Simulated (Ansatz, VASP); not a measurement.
**Two plane-wave programs on SnO**

File INCAR:

```
PREC = Accurate ; ENCUT = 1340
EDIFF = 1E-6 ; ISMEAR = 0
SIGMA = 0.01 ; LREAL = F
LASPH = T ; NELM = 120
ALGO = Normal ; ISIF = 2
LWAVE = F ; LCHARG = F
NBANDS = 28 ; GGA_COMPAT = F
```

File KPOINTS:

```
regular mesh
0
Gamma
  6 4 6
```

Contents of POSCAR:

```
SnO
1.0
    3.3550050000      0.0000000000      0.0000000000
    0.0000000000      5.6741040000      0.0000000000
    0.0000000000      0.0000000000      4.2219700000
Sn O
2 2
Direct
    0.0000000000      0.2319090000      0.5131440000
    0.5000000000      0.7680910000      0.0131440000
    0.0000000000      0.8912500000      0.7368570000
    0.5000000000      0.1087500000      0.2368570000
```

Input for Ansatz:

```yaml
crystal:
  lattice:
    - [3.355005, 0.0, 0.0]
    - [0.0, 5.674104, 0.0]
    - [0.0, 0.0, 4.22197]
  atoms:
    - { symbol: Sn, position: [0.0, 0.23190900000000003, 0.513144] }
    - { symbol: Sn, position: [0.5, 0.768091, 0.013144] }
    - { symbol: O, position: [0.0, 0.8912500000000001, 0.736857] }
    - { symbol: O, position: [0.5, 0.10875, 0.236857] }
basis:
  ecutwfc: 450.0
kpoints:
  mp_grid:
    grid: [6, 4, 6]
hamiltonian:
  xc: lda
scf:
  convergence:
    dr2_threshold: 1.0e-10
  occupations:
    method: fixed
output:
  forces: true
  stress: true
```

Alike in both runs: task single point; functional LDA; k mesh 6 × 4 × 6; no spin polarisation.

|  | VASP | Ansatz |
| --- | --- | --- |
| version | VASP 6.6.1 | Ansatz 0.2.0 |
| potentials or method | VASP PAW LDA potentials, release 64 (Sn_d, O_h), cutoff 1340 eV | plane waves, PAW |
| occupations | gaussian, width 0.01 eV | fixed |
| valence electrons in the cell | 40 | 40 |

|  | VASP | Ansatz | Ansatz less VASP |
| --- | --- | --- | --- |
| pressure (GPa) | -5.3 | -5.5 | -0.20 |
| traceless stress, the component that is largest in VASP (GPa) | -0.95 | -0.95 | 0.000 |
| rms of the force components (eV/Å) | 0.288 | 0.324 | +0.0361 |

LDA's correlation is that of Perdew and Zunger in VASP and of Perdew and Wang (1992) in Ansatz. Atom by atom the forces differ by 0.038 eV/Å (rms over components).
